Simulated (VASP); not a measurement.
# Sb3Pb (Im-3m) in VASP: a series of runs, part 2 of 2

VASP 6.6.1.

## 3. Single point, PBE (volume scaled by 1.03)

INCAR reads:

```
SYSTEM = Sb3Pb
PREC = Accurate ; ENCUT = 520
EDIFF = 1E-7 ; ISMEAR = 0
SIGMA = 0.1 ; LREAL = .False.
LASPH = .True. ; NELM = 80
ALGO = Normal ; ISIF = 2
LWAVE = .False. ; LCHARG = .False.
GGA = PE ; NBANDS = 22
```

KPOINTS reads:

```
Automatic mesh
0
Gamma
  10 10 10
  0 0 0
```

POSCAR reads:

```
Sb3Pb
1.0
   -3.1809811154      3.1809811154      3.1809811154
    3.1809811154     -3.1809811154      3.1809811154
    3.1809811154      3.1809811154     -3.1809811154
Sb Pb
3 1
Direct
    0.0000000000      0.5000000000      0.5000000000
    0.5000000000      0.0000000000      0.5000000000
    0.5000000000      0.5000000000      0.0000000000
    0.0000000000      0.0000000000      0.0000000000
```

Potentials or basis: VASP PAW PBE potentials, release 64 (Sb, Pb_d).

Launch:

```sh
$ cat potpaw_PBE.64/Sb/POTCAR potpaw_PBE.64/Pb_d/POTCAR > POTCAR
$ mpirun -np 1 vasp_std > vasp.out
```

OUTCAR:

```text
SYSTEM = Sb3Pb
   PREC = Accurate
   ENCUT = 520
   EDIFF = 1E-7
   ISMEAR = 0
   LREAL = .False.
   LASPH = .True.
   NELM = 80
   ISIF = 2
   GGA = PE

 ion  position               nearest neighbor table
   1  0.000  0.500  0.500-   2 3.18   3 3.18   4 3.18   4 3.18   3 3.18   2 3.18
   2  0.500  0.000  0.500-   1 3.18   3 3.18   4 3.18   3 3.18   4 3.18   1 3.18
   3  0.500  0.500  0.000-   1 3.18   2 3.18   4 3.18   2 3.18   1 3.18   4 3.18
   4  0.000  0.000  0.000-   1 3.18   2 3.18   3 3.18   1 3.18   2 3.18   3 3.18

  LATTYP: Found a body centered cubic cell.
 ALAT       =     6.3619622308

  Lattice vectors:

 A1 = (  -3.1809811154,   3.1809811154,   3.1809811154)
 A2 = (   3.1809811154,  -3.1809811154,   3.1809811154)
 A3 = (   3.1809811154,   3.1809811154,  -3.1809811154)

Analysis of symmetry for initial positions (statically):
=====================================================================
 Subroutine PRICEL returns:
 Original cell was already a primitive cell.

 Routine SETGRP: Setting up the symmetry group for a
 body centered cubic supercell.

 Subroutine GETGRP returns: Found 48 space group operations
 (whereof 48 operations were pure point group operations)
 out of a pool of 48 trial point group operations.

The static configuration has the point symmetry O_h .

Analysis of symmetry for dynamics (positions and initial velocities):
=====================================================================
 Subroutine PRICEL returns:
 Original cell was already a primitive cell.

 Routine SETGRP: Setting up the symmetry group for a
 body centered cubic supercell.

 Subroutine GETGRP returns: Found 48 space group operations
 (whereof 48 operations were pure point group operations)
 out of a pool of 48 trial point group operations.

The dynamic configuration has the point symmetry O_h .

 Subroutine INISYM returns: Found 48 space group operations
 (whereof 48 operations are pure point group operations),
 and found     1 'primitive' translations

----------------------------------------------------------------------------------------

                                     Primitive cell

  volume of cell :     128.7488

  direct lattice vectors                    reciprocal lattice vectors
    -3.180981115  3.180981115  3.180981115     0.000000000  0.157184209  0.157184209
     3.180981115 -3.180981115  3.180981115     0.157184209  0.000000000  0.157184209
     3.180981115  3.180981115 -3.180981115     0.157184209  0.157184209  0.000000000

  length of vectors
     5.509620910  5.509620910  5.509620910     0.222292040  0.222292040  0.222292040

  position of ions in fractional coordinates (direct lattice)
     0.000000000  0.500000000  0.500000000
     0.500000000  0.000000000  0.500000000
     0.500000000  0.500000000  0.000000000
     0.000000000  0.000000000  0.000000000

  ion indices of the primitive-cell ions
   primitive index   ion index
                 1           1
                 2           2
                 3           3
                 4           4

----------------------------------------------------------------------------------------

 KPOINTS: Automatic mesh

Automatic generation of k-mesh.
 Grid dimensions read from file:
 generate k-points for:   10   10   10

 Generating k-lattice:

  Cartesian coordinates                     Fractional coordinates (reciprocal lattice)
     0.000000000  0.015718421  0.015718421     0.100000000  0.000000000  0.000000000
     0.015718421  0.000000000  0.015718421     0.000000000  0.100000000  0.000000000
     0.015718421  0.015718421  0.000000000     0.000000000  0.000000000  0.100000000

  Length of vectors
     0.022229204  0.022229204  0.022229204

  Shift w.r.t. Gamma in fractional coordinates (k-lattice)
     0.000000000  0.000000000  0.000000000

 Subroutine IBZKPT returns following result:
 ===========================================

 Found     47 irreducible k-points:

 Following reciprocal coordinates:
            Coordinates               Weight
  0.000000  0.000000  0.000000      1.000000
  0.100000  0.000000  0.000000     12.000000
  0.200000  0.000000  0.000000     12.000000
  0.300000  0.000000  0.000000     12.000000
  0.400000  0.000000  0.000000     12.000000
  0.500000  0.000000  0.000000      6.000000
[... 16 lines left out ...]
  0.300000  0.300000  0.100000      8.000000
 -0.300000  0.300000  0.100000     24.000000
 [... further k-points ...]
   k-points           NKPTS =     47   k-points in BZ     NKDIM =     47   number of bands    NBANDS=     22
   number of dos      NEDOS =    301   number of ions     NIONS =      4
   total plane-waves  NPLWV =  74088
   dimension x,y,z NGX =    42 NGY =   42 NGZ =   42
   dimension x,y,z NGXF=    84 NGYF=   84 NGZF=   84
   ions per type =               3   1
   NGX,Y,Z   is equivalent  to a cutoff of  12.67, 12.67, 12.67 a.u.
   NGXF,Y,Z  is equivalent  to a cutoff of  25.35, 25.35, 25.35 a.u.
 SYSTEM =  Sb3Pb
   PREC   = accura    normal or accurate (medium, high low for compatibility)
   ISTART =      0    job   : 0-new  1-cont  2-samecut
   ICHARG =      2    charge: 1-file 2-atom 10-const
   ISPIN  =      1    spin polarized calculation?
   LNONCOLLINEAR =      F non collinear calculations
   LSORBIT =      F    spin-orbit coupling
   LASPH  =      T    aspherical Exc in radial PAW
   ENCUT  =  520.0 eV  38.22 Ry    6.18 a.u.  10.24 10.24 10.24*2*pi/ulx,y,z
   NELM   =     80;   NELMIN=  2; NELMDL= -5     # of ELM steps
   EDIFF  = 0.1E-06   stopping-criterion for ELM
   LREAL  =      F    real-space projection
   EDIFFG = 0.1E-05   stopping-criterion for IOM
   NSW    =      0    number of steps for IOM
   IBRION =     -1    ionic relax: 0-MD 1-quasi-New 2-CG
   NFREE  =      0    steps in history (QN), initial steepest desc. (CG)
   ISIF   =      2    stress and relaxation
   ISYM   =      2    0-nonsym 1-usesym 2-fastsym
   POTIM  = 0.5000    time-step for ionic-motion
   TEBEG  =    0.0;   TEEND  =   0.0 temperature during run
   PSTRESS=    0.0 pullay stress
   NELECT =      29.0000    total number of electrons
   NUPDOWN=      -1.0000    fix difference up-down
   EMIN   =  10.00;   EMAX   =-10.00  energy-range for DOS
   EFERMI =   0.00;   METHOD = LEGACY
   ISMEAR =     0;   SIGMA  =   0.10  broadening in eV -4-tet -1-fermi 0-gaus
   EFERMI_NEDOS =   21; number of points for ismear=-14 and -15
   IALGO  =     38    algorithm
   IMIX   =      4    mixing-type and parameters
     AMIX     =   0.40;   BMIX     =  1.00
     AMIX_MAG =   1.60;   BMIX_MAG =  1.00
  volume/ion in A,a.u.               =      32.19       217.21
  Fermi-wavevector in a.u.,A,eV,Ry     =   0.996077  1.882313 13.499294  0.992170
  Thomas-Fermi vector in A             =   2.128141
   LORBIT       =      0    0 simple, 1 ext, 2 COOP (PROOUT), +10 PAW based schemes
   GGA     = PE    functional components
   LHFCALC =     F    Hartree Fock is set to
   AEXX    =    0.0000 exact exchange contribution
   IVDW    =     0    specifies the selected vdW correction
   LEPSILON=     F    determine dielectric tensor
   LRPA    =     F    only Hartree local field effects (RPA)
 non-spin polarized calculation
 Gauss-broadening in eV      SIGMA  =   0.10
  energy-cutoff  :      520.00
  volume of cell :      128.75
 maximum number of plane-waves:      3484
 NGX is ok and might be reduce to    42
   NGX = 21   NGY = 21   NGZ = 21

 number of electron      29.0000001 magnetization

 Free energy of the ion-electron system (eV)
  ---------------------------------------------------
  ext. energy  EPLUGINS =         0.00000000
  ---------------------------------------------------
  free energy    TOTEN  =       -15.71735355 eV

  energy without entropy =      -15.70934235  energy(sigma->0) =      -15.71334795

 E-fermi :   6.1657     XC(G=0):  -9.4176

 val. band max:        6.1647164352   @ k =   0.3000   0.2000   0.0000
 cond. band min:       6.2085888614   @ k =   0.4000   0.0000   0.0000
 fundamental gap:      0.0438724261
 Fermi energy:         6.1657090451

 k-point     1 :       0.0000    0.0000    0.0000
  band No.  band energies     occupation
      1     -10.6501      2.00000
      2     -10.6501      2.00000
      3     -10.6051      2.00000
      4     -10.6051      2.00000
      5     -10.6051      2.00000
      6      -5.4835      2.00000
[... 14 lines left out ...]
     21       9.7888      0.00000
     22      13.6460      0.00000
[... 552 lines left out ...]
  band No.  band energies     occupation
      1     -10.6522      2.00000
      2     -10.6493      2.00000
      3     -10.6056      2.00000
      4     -10.6049      2.00000
      5     -10.6033      2.00000
      6      -4.8124      2.00000
[... 14 lines left out ...]
     21      11.0347      0.00000
     22      11.3766      0.00000

 [... further k-points ...]
[... 5 lines left out ...]
  --------------------------------------------------------------------------------------
  -------------------------------------------------------------------------------------
  Total       -1.1305252     -1.1305252     -1.1305252      0.0000000     -0.0000000      0.0000000
  in kB      -14.0684923    -14.0684923    -14.0684923      0.0000000     -0.0000000      0.0000000
  external PRESSURE =     -14.0684923 kB  Pullay stress =       0.0000000 kB

 VOLUME and BASIS-vectors are now :
 -----------------------------------------------------------------------------
  energy-cutoff  :      520.00
  volume of cell :      128.75
      direct lattice vectors                 reciprocal lattice vectors
    -3.180981115  3.180981115  3.180981115     0.000000000  0.157184209  0.157184209
     3.180981115 -3.180981115  3.180981115     0.157184209  0.000000000  0.157184209
     3.180981115  3.180981115 -3.180981115     0.157184209  0.157184209  0.000000000

 POSITION                                       TOTAL-FORCE (eV/Angst)
 -----------------------------------------------------------------------------------
      3.18098      0.00000      0.00000        -0.000000      0.000000      0.000000
      0.00000      3.18098      0.00000         0.000000     -0.000000      0.000000
      0.00000      0.00000      3.18098         0.000000      0.000000     -0.000000
      0.00000      0.00000      0.00000        -0.000000      0.000000      0.000000
 -----------------------------------------------------------------------------------
    total drift:                               -0.000000      0.000000     -0.000000

  FREE ENERGIE OF THE ION-ELECTRON SYSTEM (eV)
  ---------------------------------------------------
  free  energy   TOTEN  =       -15.7173535525 eV

  energy  without entropy=      -15.7093423515  energy(sigma->0) =      -15.71334795
```

Run time: 3.6 min. Hardware: 1 thread of Intel Xeon 8259CL, shared host; peak memory 0.33 GiB.

Results:

| Item | Value |
| --- | --- |
| Free energy | -15.7174 eV |
| Pressure | -1.4 GPa |

Levels at points of the mesh, in eV from the Fermi level:
```tsv
k point	band 12	band 13	band 14	band 15	band 16	band 17	band 18	band 19
(0.00, 0.00, 0.00)	-3.13	-2.52	-2.52	-2.52	2.79	2.79	2.79	3.62
(0.50, 0.00, 0.00)	-0.95	-0.57	-0.56	-0.47	0.90	1.60	1.83	2.32
(0.50, 0.50, 0.50)	-4.54	-1.00	-1.00	-1.00	4.93	4.93	4.93	5.36
```

Caveat: spin-orbit coupling is left out, which moves the levels of the heavy elements.

## 4. Single point, PBE (volume scaled by 0.94)

INCAR reads:

```
SYSTEM = Sb3Pb
PREC = Accurate
ENCUT = 520
EDIFF = 1E-6
ISMEAR = 0
SIGMA = 0.1
LREAL = .FALSE.
LASPH = .TRUE.
NELM = 100
ALGO = Normal
ISIF = 2
LWAVE = .FALSE.
LCHARG = .FALSE.
GGA = PE
NBANDS = 22
```

KPOINTS reads:

```
regular mesh
0
G
  10 10 10
  0 0 0
```

POSCAR reads:

```
Sb3Pb
1.0
   -3.0854934854      3.0854934854      3.0854934854
    3.0854934854     -3.0854934854      3.0854934854
    3.0854934854      3.0854934854     -3.0854934854
Sb Pb
3 1
Direct
    0.0000000000      0.5000000000      0.5000000000
    0.5000000000      0.0000000000      0.5000000000
    0.5000000000      0.5000000000      0.0000000000
    0.0000000000      0.0000000000      0.0000000000
```

Launch:

```sh
$ cat potpaw_PBE.64/Sb/POTCAR potpaw_PBE.64/Pb_d/POTCAR > POTCAR
$ mpirun -np 1 vasp_std > vasp.out
```

It took 2 min on 1 thread of Intel Xeon 8259CL, shared host; peak memory 0.31 GiB.

Results (log left out):

```
Free energy : -15.6590 eV
Pressure    : 3.4 GPa
```

Levels at points of the mesh, in eV from the Fermi level:
| k point | band 11 | band 12 | band 13 | band 14 | band 15 | band 16 | band 17 | band 18 | band 19 | band 20 |
| --- | --- | --- | --- | --- | --- | --- | --- | --- | --- | --- |
| (0.00, 0.00, 0.00) | -3.53 | -3.53 | -2.87 | -2.87 | -2.87 | 2.52 | 2.52 | 2.52 | 3.88 | 3.88 |
| (0.50, 0.00, 0.00) | -3.38 | -1.12 | -0.73 | -0.57 | -0.53 | 0.98 | 1.90 | 1.94 | 2.60 | 5.14 |
| (0.50, 0.50, 0.50) | -5.38 | -4.00 | -1.15 | -1.15 | -1.15 | 5.29 | 5.29 | 5.29 | 5.45 | 5.45 |

Caveat: spin-orbit coupling is left out, which moves the levels of the heavy elements.

## 5. The runs side by side

| cell | gap on the mesh (eV) | pressure (GPa) |
| --- | --- | --- |
| a = 5.400 Å, angles 109.5°, 4 atoms | none | 1.5 |
| a = 5.510 Å, angles 109.5°, 4 atoms | none | -1.4 |
| a = 5.344 Å, angles 109.5°, 4 atoms | none | 3.4 |

Alike in all rows: task single point; level PBE; potentials or basis VASP PAW PBE potentials, release 64 (Sb, Pb_d); no spin polarisation; k mesh 10 × 10 × 10; cutoff (eV) 520; smearing gaussian 0.1 eV.

Caveats: spin-orbit coupling is left out, which moves the levels of the heavy elements.

Total energies depend on the potentials used, so only differences within one code and one set of settings carry meaning.
